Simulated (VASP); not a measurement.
Set up this calculation in VASP 6.6.1, as the native input.

* Task: single point
* Functional: r2SCAN
* Potentials or basis: VASP PAW PBE potentials, release 64 (Cd, Se)
* Cutoff: 520 eV
* k mesh: 8 × 8 × 8
* Occupations: gaussian, width 0.01 eV
* Spin: no spin polarisation
* Dipole correction: no
* Further INCAR settings: ALGO = Normal; EDIFF = 1e-06; NBANDS = 16

The system is CdSe.

```
CELL_PARAMETERS angstrom
-0.01186 3.05592 3.05592
3.05592 -0.01186 3.05592
3.05592 3.05592 -0.01186
ATOMIC_POSITIONS crystal
Cd 0.99958 0.99958 0.99958
Se 0.25042 0.25042 0.25042
```

This cell differs from its parent crystal: strain along [111] -0.6%.

These files were run (other wordings do the same):

POSCAR

```
CdSe
1.0
   -0.0118620864      3.0559188783      3.0559188783
    3.0559188783     -0.0118620864      3.0559188783
    3.0559188783      3.0559188783     -0.0118620864
Cd Se
1 1
Direct
   -0.0004212414     -0.0004212414     -0.0004212414
    0.2504212414      0.2504212414      0.2504212414
```

INCAR.step1

```
  ALGO = Normal
  EDIFF = 1E-4
  ENCUT = 520
  GGA = PE
  ISMEAR = 0
  LASPH = T
  LCHARG = F
  LREAL = F
  LWAVE = T
  NBANDS = 16
  NELM = 80
  PREC = Accurate
  SIGMA = 0.01
```

INCAR.step2

```
  ALGO = Normal
  EDIFF = 1E-6
  ENCUT = 520
  ISIF = 2
  ISMEAR = 0
  ISTART = 1
  LASPH = T
  LCHARG = T
  LELF = T
  LMIXTAU = T
  LREAL = F
  LVHAR = T
  LWAVE = F
  METAGGA = R2SCAN
  NBANDS = 16
  NELM = 80
  PREC = Accurate
  SIGMA = 0.01
```

KPOINTS

```
k-points
0
Gamma
  8 8 8
```

Potentials or basis: VASP PAW PBE potentials, release 64 (Cd, Se).

Launch:

```console
$ cat potpaw_PBE.64/Cd/POTCAR potpaw_PBE.64/Se/POTCAR > POTCAR
$ cp INCAR.step1 INCAR
$ mpirun -np 1 vasp_std > vasp.out
$ cp INCAR.step2 INCAR
$ mpirun -np 1 vasp_std > vasp.out
```

Results of the run:

| Quantity | Value |
| --- | --- |
| Pressure | 0.5 GPa |
| Band gap on the k mesh | 1.02 eV, direct |

Caveat: the cell differs from its parent crystal (strain along [111] -0.6%); the PAW data sets were made with another functional, which shifts forces and pressure a little.

Run time: 58 s on 1 thread of Intel(R) Xeon(R) 6975P-C (Granite Rapids), on a shared host, peak memory 0.22 GiB.
